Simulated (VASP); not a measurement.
Set up this calculation in VASP 6.6.1, as the native input.

- Task: relaxation of cell and atoms
- Functional: PBEsol
- Potentials or basis: VASP PAW PBE potentials, release 64 (B, N)
- Cutoff: 600 eV
- k mesh: 12 × 12 × 12
- Occupations: gaussian, width 0.01 eV
- Spin: no spin polarisation
- Target pressure: 162 GPa
- Dipole correction: no
- Further INCAR settings: ALGO = Normal; EDIFF = 1e-07; IBRION = 2; EDIFFG = -0.002; NSW = 80; ISIF = 3

The structure of BN (Qingsongite) lies in POSCAR:

```
BN
1.0
    0.0000000000      1.6529040972      1.6529040972
    1.6529040972      0.0000000000      1.6529040972
    1.6529040972      1.6529040972      0.0000000000
B N
1 1
Direct
    0.0000000000      0.0000000000      0.0000000000
    0.2500000000      0.2500000000      0.2500000000
```

These files were run (other wordings do the same):

INCAR

```
SYSTEM = BN
PREC     = Accurate       ! precision mode
ENCUT    = 600            ! plane-wave cutoff, eV
EDIFF    = 1E-7           ! SCF threshold, eV
ISMEAR   = 0              ! smearing method
SIGMA    = 0.01           ! smearing width, eV
LREAL    = .FALSE.        ! projectors in reciprocal space
LASPH    = .TRUE.         ! aspherical terms in the spheres
NELM     = 120            ! most SCF steps
ALGO     = Normal         ! electronic algorithm
ISIF     = 3              ! what is computed and relaxed
LWAVE    = .FALSE.        ! write WAVECAR
LCHARG   = .FALSE.        ! write CHGCAR
GGA      = PS             ! functional
IBRION   = 2              ! ionic algorithm
NSW      = 80             ! ionic steps
EDIFFG   = -0.002         ! ionic threshold
PSTRESS  = 1620.0       
GGA_COMPAT= .FALSE.      
NELMIN   = 4
```

KPOINTS

```
regular mesh
0
G
  12 12 12
  0 0 0
```

Potentials or basis: VASP PAW PBE potentials, release 64 (B, N).

Launch:

```sh
$ cat potpaw_PBE.64/B/POTCAR potpaw_PBE.64/N/POTCAR > POTCAR
$ mpirun -np 1 vasp_std > vasp.out
```

It gave:

```yaml
Pressure_after_relaxing: 162.0 GPa
Band_gap_on_the_k_mesh: 4.52 eV, indirect (least direct gap 10.02 eV)
```

Caveat: the relaxation stopped at its first step, so nothing moved; the cell is relaxed towards a set pressure, so the enthalpy falls and the energy may rise; the PAW data sets were made with another functional, which shifts forces and pressure a little.

Run time: 3.6 s on 1 thread of Intel(R) Xeon(R) 6975P-C (Granite Rapids), with other jobs on the host, peak memory 0.12 GiB.
